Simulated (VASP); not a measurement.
Here is a VASP 6.6.1 calculation.

INCAR

```
ALGO = Normal
EDIFF = 1E-6
ENCUT = 600
GGA = PE
GGA_COMPAT = F
ISIF = 2
ISMEAR = -1
LASPH = T
LCHARG = F
LREAL = F
LWAVE = F
NBANDS = 16
NELM = 120
PREC = Accurate
SIGMA = 0.05
```

KPOINTS

```
k-points
0
Gamma
  7 7 7
```

The input POSCAR:

```
MnO
1.0
    0.0000000000      2.2224000000      2.2224000000
    2.2224000000      0.0000000000      2.2224000000
    2.2224000000      2.2224000000      0.0000000000
Mn O
1 1
Direct
    0.0000000000      0.0000000000      0.0000000000
    0.5000000000      0.5000000000      0.5000000000
```

Potentials or basis: VASP PAW PBE potentials, release 64 (Mn_pv, O).

Launch:

```sh
$ cat potpaw_PBE.64/Mn_pv/POTCAR potpaw_PBE.64/O/POTCAR > POTCAR
$ mpirun -np 1 vasp_std > vasp.out
```

(1) What does it give for the pressure?

Answers

(1) -33.5 GPa.

Caveat: an odd number of electrons without spin polarisation forces a metal; a magnetic or distorted state may lie lower; the run has no spin polarisation, though such a crystal can be magnetic.
